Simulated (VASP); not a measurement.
# Tl (P6/mmm) in VASP: further runs

The runs below take Tl through single point, relaxation of cell and atoms, with PBEsol.

Program: VASP 6.6.1. These are calculated values, not measurements. Logs are shortened: lines on timing, memory, paths and dates and some standing lists are left out, and cuts for length are marked.

**1. The cell of the first run**

The structure is hexagonal, space group P6/mmm (No. 191). Conventional cell: a = 5.449 Å, b = 5.449 Å, c = 3.357 Å, α = 90.00°, β = 90.00°, γ = 120.00°. Within 4.4 Å of Tl (site symmetry 6/mmm) lie 14 Tl at 3.36 to 3.57 Å. Tl (site symmetry -6m2) has 11 Tl at 3.15 to 3.57 Å within 4.1 Å.

This isn't the form of Tl at room conditions, which is hcp.

**2. Single point, PBEsol**

INCAR

```
SYSTEM = Tl
PREC     = Accurate       ! precision mode
ENCUT    = 520            ! plane-wave cutoff, eV
EDIFF    = 1E-7           ! SCF threshold, eV
ISMEAR   = -1             ! smearing method
SIGMA    = 0.1            ! smearing width, eV
LREAL    = .False.        ! projectors in reciprocal space
LASPH    = .True.         ! aspherical terms in the spheres
NELM     = 100            ! most SCF steps
ALGO     = Normal         ! electronic algorithm
ISIF     = 2              ! what is computed and relaxed
LWAVE    = .False.        ! write WAVECAR
LCHARG   = .False.        ! write CHGCAR
GGA      = PS             ! functional
NBANDS   = 26             ! bands
```

KPOINTS

```
regular mesh
0
Gamma
  9 9 12
  0 0 0
```

POSCAR

```
Tl
1.0
    5.4494703238      0.0000000000      0.0000000000
   -2.7247351619      4.7193797375      0.0000000000
    0.0000000000      0.0000000000      3.3565553135
Tl
3
Direct
    0.0000000000      0.0000000000      1.0000000000
    0.3333333333      0.6666666667      0.5000000000
    0.6666666667      0.3333333333      0.5000000000
```

Potentials or basis: VASP PAW PBE potentials, release 64 (Tl_d).

Launch:

```bash
cat potpaw_PBE.64/Tl_d/POTCAR > POTCAR
mpirun -np 1 vasp_std > vasp.out
```

OUTCAR:

```text
SYSTEM = Tl
   PREC = Accurate
   ENCUT = 520
   EDIFF = 1E-7
   ISMEAR = -1
   LREAL = .False.
   LASPH = .True.
   NELM = 100
   ISIF = 2
   GGA = PS

 ion  position               nearest neighbor table
   1  0.000  0.000  0.000-   2 3.57   3 3.57   2 3.57   3 3.57   2 3.57   2 3.57   3 3.57   3 3.57
                             3 3.57   3 3.57   2 3.57   2 3.57
   2  0.333  0.667  0.500-   3 3.15   3 3.15   3 3.15   1 3.57   1 3.57   1 3.57   1 3.57   1 3.57
                             1 3.57
   3  0.667  0.333  0.500-   2 3.15   2 3.15   2 3.15   1 3.57   1 3.57   1 3.57   1 3.57   1 3.57
                             1 3.57

  LATTYP: Found a hexagonal cell.
 ALAT       =     5.4494703238
 C/A-ratio  =     0.6159415712

  Lattice vectors:

 A1 = (   5.4494703238,   0.0000000000,   0.0000000000)
 A2 = (  -2.7247351619,   4.7193797375,   0.0000000000)
 A3 = (   0.0000000000,   0.0000000000,   3.3565553135)

Analysis of symmetry for initial positions (statically):
=====================================================================
 Subroutine PRICEL returns:
 Original cell was already a primitive cell.

 Routine SETGRP: Setting up the symmetry group for a
 hexagonal supercell.

 Subroutine GETGRP returns: Found 24 space group operations
 (whereof 24 operations were pure point group operations)
 out of a pool of 24 trial point group operations.

The static configuration has the point symmetry D_6h.

Analysis of symmetry for dynamics (positions and initial velocities):
=====================================================================
 Subroutine PRICEL returns:
 Original cell was already a primitive cell.

 Routine SETGRP: Setting up the symmetry group for a
 hexagonal supercell.

 Subroutine GETGRP returns: Found 24 space group operations
 (whereof 24 operations were pure point group operations)
 out of a pool of 24 trial point group operations.

The dynamic configuration has the point symmetry D_6h.

 Subroutine INISYM returns: Found 24 space group operations
 (whereof 24 operations are pure point group operations),
 and found     1 'primitive' translations

----------------------------------------------------------------------------------------

                                     Primitive cell

  volume of cell :      86.3243

  direct lattice vectors                    reciprocal lattice vectors
     5.449470324  0.000000000  0.000000000     0.183504073  0.105946126  0.000000000
    -2.724735162  4.719379737  0.000000000     0.000000000  0.211892252  0.000000000
     0.000000000  0.000000000  3.356555313     0.000000000  0.000000000  0.297924481

  length of vectors
     5.449470324  5.449470324  3.356555313     0.211892252  0.211892252  0.297924481

  position of ions in fractional coordinates (direct lattice)
     0.000000000  0.000000000  0.000000000
     0.333333333  0.666666667  0.500000000
     0.666666667  0.333333333  0.500000000

  ion indices of the primitive-cell ions
   primitive index   ion index
                 1           1
                 2           2
                 3           3

----------------------------------------------------------------------------------------

 KPOINTS: regular mesh

Automatic generation of k-mesh.
 Grid dimensions read from file:
 generate k-points for:    9    9   12

 Generating k-lattice:

  Cartesian coordinates                     Fractional coordinates (reciprocal lattice)
     0.020389341  0.011771792  0.000000000     0.111111111  0.000000000  0.000000000
     0.000000000  0.023543584  0.000000000     0.000000000  0.111111111  0.000000000
     0.000000000  0.000000000  0.024827040     0.000000000  0.000000000  0.083333333

  Length of vectors
     0.023543584  0.023543584  0.024827040

  Shift w.r.t. Gamma in fractional coordinates (k-lattice)
     0.000000000  0.000000000  0.000000000

 Subroutine IBZKPT returns following result:
 ===========================================

 Found     84 irreducible k-points:

 Following reciprocal coordinates:
            Coordinates               Weight
  0.000000  0.000000  0.000000      1.000000
  0.111111 -0.000000  0.000000      6.000000
  0.222222  0.000000  0.000000      6.000000
  0.333333  0.000000  0.000000      6.000000
  0.444444  0.000000  0.000000      6.000000
  0.111111  0.111111  0.000000      6.000000
[... 16 lines left out ...]
  0.333333  0.222222  0.083333     24.000000
  0.333333  0.333333  0.083333      4.000000
 [... further k-points ...]
   k-points           NKPTS =     84   k-points in BZ     NKDIM =     84   number of bands    NBANDS=     26
   number of dos      NEDOS =    301   number of ions     NIONS =      3
   total plane-waves  NPLWV =  49392
   dimension x,y,z NGX =    42 NGY =   42 NGZ =   28
   dimension x,y,z NGXF=    84 NGYF=   84 NGZF=   56
   ions per type =               3
   NGX,Y,Z   is equivalent  to a cutoff of  12.81, 12.81, 13.87 a.u.
   NGXF,Y,Z  is equivalent  to a cutoff of  25.63, 25.63, 27.74 a.u.
 SYSTEM =  Tl
   PREC   = accura    normal or accurate (medium, high low for compatibility)
   ISTART =      0    job   : 0-new  1-cont  2-samecut
   ICHARG =      2    charge: 1-file 2-atom 10-const
   ISPIN  =      1    spin polarized calculation?
   LNONCOLLINEAR =      F non collinear calculations
   LSORBIT =      F    spin-orbit coupling
   LASPH  =      T    aspherical Exc in radial PAW
   ENCUT  =  520.0 eV  38.22 Ry    6.18 a.u.  10.13 10.13  6.24*2*pi/ulx,y,z
   NELM   =    100;   NELMIN=  2; NELMDL= -5     # of ELM steps
   EDIFF  = 0.1E-06   stopping-criterion for ELM
   LREAL  =      F    real-space projection
   EDIFFG = 0.1E-05   stopping-criterion for IOM
   NSW    =      0    number of steps for IOM
   IBRION =     -1    ionic relax: 0-MD 1-quasi-New 2-CG
   NFREE  =      0    steps in history (QN), initial steepest desc. (CG)
   ISIF   =      2    stress and relaxation
   ISYM   =      2    0-nonsym 1-usesym 2-fastsym
   POTIM  = 0.5000    time-step for ionic-motion
   TEBEG  =    0.0;   TEEND  =   0.0 temperature during run
   PSTRESS=    0.0 pullay stress
   NELECT =      39.0000    total number of electrons
   NUPDOWN=      -1.0000    fix difference up-down
   EMIN   =  10.00;   EMAX   =-10.00  energy-range for DOS
   EFERMI =   0.00;   METHOD = LEGACY
   ISMEAR =    -1;   SIGMA  =   0.10  broadening in eV -4-tet -1-fermi 0-gaus
   EFERMI_NEDOS =   21; number of points for ismear=-14 and -15
   IALGO  =     38    algorithm
   IMIX   =      4    mixing-type and parameters
     AMIX     =   0.40;   BMIX     =  1.00
     AMIX_MAG =   1.60;   BMIX_MAG =  1.00
  volume/ion in A,a.u.               =      28.77       194.18
  Fermi-wavevector in a.u.,A,eV,Ry     =   1.256180  2.373837 21.469848  1.577989
  Thomas-Fermi vector in A             =   2.389901
   LORBIT       =      0    0 simple, 1 ext, 2 COOP (PROOUT), +10 PAW based schemes
   GGA     = PS    functional components
   LHFCALC =     F    Hartree Fock is set to
   AEXX    =    0.0000 exact exchange contribution
   IVDW    =     0    specifies the selected vdW correction
   LEPSILON=     F    determine dielectric tensor
   LRPA    =     F    only Hartree local field effects (RPA)
 non-spin polarized calculation
  energy-cutoff  :      520.00
  volume of cell :       86.32
 maximum number of plane-waves:      2354
 NGX is ok and might be reduce to    42
   NGX = 21   NGY = 21   NGZ = 13

 number of electron      39.0000011 magnetization

 Free energy of the ion-electron system (eV)
  ---------------------------------------------------
  ext. energy  EPLUGINS =         0.00000000
  ---------------------------------------------------
  free energy    TOTEN  =        -7.85767650 eV

  energy without entropy =       -7.80828121  energy(sigma->0) =       -7.83297886

 E-fermi :   6.3185     XC(G=0): -10.3284

 val. band max:        6.2968996865   @ k =   0.2222   0.1111   0.4167
 cond. band min:       6.3259178202   @ k =   0.2222   0.0000   0.1667
 fundamental gap:      0.0290181337
 Fermi energy:         6.3185284299

 k-point     1 :       0.0000    0.0000    0.0000
  band No.  band energies     occupation
      1      -5.6369      2.00000
      2      -5.2681      2.00000
      3      -5.2495      2.00000
      4      -5.2495      2.00000
      5      -5.2300      2.00000
      6      -5.0521      2.00000
[... 18 lines left out ...]
     25      17.0418      0.00000
     26      17.0753      0.00000

 k-point     2 :       0.1111   -0.0000    0.0000
  band No.  band energies     occupation
      1      -5.6258      2.00000
      2      -5.3189      2.00000
      3      -5.2890      2.00000
      4      -5.2533      2.00000
      5      -5.2261      2.00000
      6      -5.0755      2.00000
[... 18 lines left out ...]
     25      16.2434      0.00000
     26      16.7014      0.00000

 k-point     3 :       0.2222    0.0000    0.0000
  band No.  band energies     occupation
      1      -5.5966      2.00000
      2      -5.4059      2.00000
      3      -5.3561      2.00000
      4      -5.2962      2.00000
      5      -5.2252      2.00000
      6      -5.1117      2.00000
[... 18 lines left out ...]
     25      15.3349      0.00000
     26      15.5388      0.00000

 k-point     4 :       0.3333    0.0000    0.0000
  band No.  band energies     occupation
      1      -5.5627      2.00000
      2      -5.4885      2.00000
      3      -5.4084      2.00000
      4      -5.3376      2.00000
      5      -5.2328      2.00000
      6      -5.1401      2.00000
[... 18 lines left out ...]
     25      13.9768      0.00000
     26      14.7749      0.00000
[... 496 lines left out ...]
      1      -5.5413      2.00000
      2      -5.4857      2.00000
      3      -5.4426      2.00000
      4      -5.2619      2.00000
      5      -5.2428      2.00000
      6      -5.1563      2.00000
[... 18 lines left out ...]
     25      13.4945      0.00000
     26      13.7412      0.00000

 k-point    23 :       0.3333    0.2222    0.0833
  band No.  band energies     occupation
      1      -5.5666      2.00000
      2      -5.4773      2.00000
      3      -5.4627      2.00000
      4      -5.2796      2.00000
      5      -5.2322      2.00000
      6      -5.1908      2.00000
[... 18 lines left out ...]
     25      13.1417      0.00000
     26      13.4279      0.00000

 k-point    24 :       0.3333    0.3333    0.0833
  band No.  band energies     occupation
      1      -5.5783      2.00000
      2      -5.4712      2.00000
      3      -5.4712      2.00000
      4      -5.2435      2.00000
      5      -5.2435      2.00000
      6      -5.2403      2.00000
[... 18 lines left out ...]
     25      13.7723      0.00000
     26      13.7772      0.00000

 [... further k-points ...]

------------------------ aborting loop because EDIFF is reached ----------------------------------------

  FORCE on cell =-STRESS in cart. coord.  units (eV):
  Direction    XX          YY          ZZ          XY          YZ          ZX
  --------------------------------------------------------------------------------------
  -------------------------------------------------------------------------------------
  Total        0.4550991      0.4550991     -0.5532297      0.0000000      0.0000000      0.0000000
  in kB        8.4466305      8.4466305    -10.2679334      0.0000000      0.0000000      0.0000000
  external PRESSURE =       2.2084426 kB  Pullay stress =       0.0000000 kB

 VOLUME and BASIS-vectors are now :
 -----------------------------------------------------------------------------
  energy-cutoff  :      520.00
  volume of cell :       86.32
      direct lattice vectors                 reciprocal lattice vectors
     5.449470324  0.000000000  0.000000000     0.183504073  0.105946126  0.000000000
    -2.724735162  4.719379737  0.000000000     0.000000000  0.211892252  0.000000000
     0.000000000  0.000000000  3.356555313     0.000000000  0.000000000  0.297924481

 POSITION                                       TOTAL-FORCE (eV/Angst)
 -----------------------------------------------------------------------------------
      0.00000      0.00000      0.00000         0.000000      0.000000      0.000000
     -0.00000      3.14625      1.67828        -0.000000      0.000000     -0.000000
      2.72474      1.57313      1.67828         0.000000      0.000000      0.000000
 -----------------------------------------------------------------------------------
    total drift:                               -0.000000      0.000000     -0.000000

  FREE ENERGIE OF THE ION-ELECTRON SYSTEM (eV)
  ---------------------------------------------------
  free  energy   TOTEN  =        -7.8576765027 eV

  energy  without entropy=       -7.8082812089  energy(sigma->0) =       -7.83297886
```

Wall time 64 s (1 thread of Intel Xeon 6975P-C (Granite Rapids), shared host); peak memory 0.3 GiB.

What came out:

```
Free energy            : -7.8577 eV
Pressure               : 0.2 GPa
Band gap on the k mesh : zero (an odd number of electrons rules out a gap without spin polarisation)
```

Stress tensor (GPa, compression positive):
```
 0.84  0.00  0.00
 0.00  0.84  0.00
 0.00  0.00 -1.03
```

Levels at points of the mesh, in eV from the Fermi level:
| k point | band 17 | band 18 | band 19 | band 20 | band 21 | band 22 |
| --- | --- | --- | --- | --- | --- | --- |
| (0.00, 0.00, 0.00) | -4.40 | -4.04 | -0.45 | -0.45 | -0.31 | -0.31 |
| (0.00, 0.00, 0.50) | -5.59 | -1.71 | 0.17 | 0.82 | 1.47 | 1.47 |

Caveat: the PAW data sets were made with another functional, which shifts forces and pressure a little; spin-orbit coupling is left out, which moves the levels of the heavy elements.

**3. Relaxation of cell and atoms, PBEsol**

This run uses another cell than the first one, of 28.04 Å³/atom.

INCAR

```
PREC = Accurate
ENCUT = 600
EDIFF = 1E-6
ISMEAR = -1
SIGMA = 0.1
LREAL = F
LASPH = T
NELM = 100
ALGO = Normal
ISIF = 3
LWAVE = F
LCHARG = F
GGA = PS
IBRION = 2
NSW = 80
EDIFFG = -0.01
```

KPOINTS

```
regular mesh
0
Gamma
  7 7 10
```

POSCAR

```
Tl
1.0
    5.4111348334      0.0000000000      0.0000000000
   -2.7055674167      4.6861802290      0.0000000000
    0.0000000000      0.0000000000      3.3170256529
Tl
3
Direct
    0.0000000000      0.0000000000      0.0000000000
    0.3333333333      0.6666666667      0.5000000000
    0.6666666667      0.3333333333      0.5000000000
```

Potentials or basis: VASP PAW PBE potentials, release 64 (Tl_d).

Launch:

```bash
cat potpaw_PBE.64/Tl_d/POTCAR > POTCAR
mpirun -np 1 vasp_std > vasp.out
```

Wall time 1.9 min (1 thread of Intel Xeon 6975P-C (Granite Rapids), shared host); peak memory 0.3 GiB.

It converged, with:

| Item | Value |
| --- | --- |
| Free energy | -7.8618 eV |
| Relaxed volume | 28.76 Å³/atom |
| Relaxed cell | a = 5.448 Å, b = 5.448 Å, c = 3.356 Å, α = 90.00°, β = 90.00°, γ = 120.00° |
| Space group after relaxing (to 0.1 Å) | P6/mmm (No. 191) |
| Energy gained by relaxing | 2.3 meV/atom |
| Ionic steps | 5 |
| Pressure after relaxing | 0.0 GPa |
| Band gap on the k mesh | zero (an odd number of electrons rules out a gap without spin polarisation) |

The path:
```
step  energy change (eV)  largest force (eV/Å)  pressure (GPa)  volume (Å³)
   1              0.0000                0.0000            0.99        84.11
   2             -0.0067                0.0000            0.01        86.24
   3             -0.0067                0.0000            0.00        86.29
   4             -0.0068                0.0000            0.01        86.28
   5             -0.0068                0.0000            0.01        86.27
```

Final structure:
```
Tl
1.0
     5.44838    0.00000    0.00000
    -2.72419    4.71843    0.00000
     0.00000    0.00000    3.35591
Tl
3
Direct
  0.00000 0.00000 0.00000
  0.33333 0.66667 0.50000
  0.66667 0.33333 0.50000
```

Levels at points of the mesh, in eV from the Fermi level:
```csv
k point,band 15,band 16,band 17,band 18,band 19,band 20,band 21,band 22,band 23
"(0.00, 0.00, 0.00)",-11.12,-10.17,-4.53,-4.17,-0.57,-0.57,-0.43,-0.43,4.56
"(0.00, 0.00, 0.50)",-11.02,-6.89,-5.71,-1.83,0.05,0.69,1.34,1.34,1.43
```

Caveat: the PAW data sets were made with another functional, which shifts forces and pressure a little; spin-orbit coupling is left out, which moves the levels of the heavy elements.

The gap in the log of VASP goes by the Fermi energy; the results here count the filled bands.